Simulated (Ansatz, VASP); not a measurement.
AgCl in VASP and in Ansatz

```
CELL_PARAMETERS angstrom
0.00000 2.80602 2.80602
2.80602 0.00000 2.80602
2.80602 2.80602 0.00000
ATOMIC_POSITIONS crystal
Ag 0.49252 0.50748 0.56736
Cl 0.02277 0.97723 0.79505
```

Change from the starting cell: mode 4 frozen in at -0.639 Å and mode 5 at -0.511 Å (largest displacements).

Alike in both runs: task single point; functional PBE; k mesh 8 × 8 × 8; occupations gaussian, width 0.05 eV; no spin polarisation.

|  | VASP | Ansatz |
| --- | --- | --- |
| version | VASP 6.6.1 | Ansatz 0.2.0 |
| potentials or method | VASP PAW PBE potentials, release 64 (Ag, Cl), cutoff 520 eV | scalar-relativistic, plane waves, PAW |
| valence electrons in the cell | 18 | 26 |

```tsv
	VASP	Ansatz	Ansatz less VASP
gap on the k mesh at the Fermi level (eV)	1.94	1.94	-0.007
least direct gap on the mesh (eV)	2.10	2.10	-0.007
pressure (GPa)	18.6	18.9	+0.27
traceless stress, the component that is largest in VASP (GPa)	18.37	18.59	+0.219
rms of the force components (eV/Å)	2.193	2.223	+0.0300
```

Atom by atom the forces differ by 0.030 eV/Å (rms over components). With one functional, cell and mesh, what is left measures potentials, basis and numerics. VASP's potentials hold 18 valence electrons a cell and Ansatz's 26, so a difference there can come from the potentials and not from the codes.
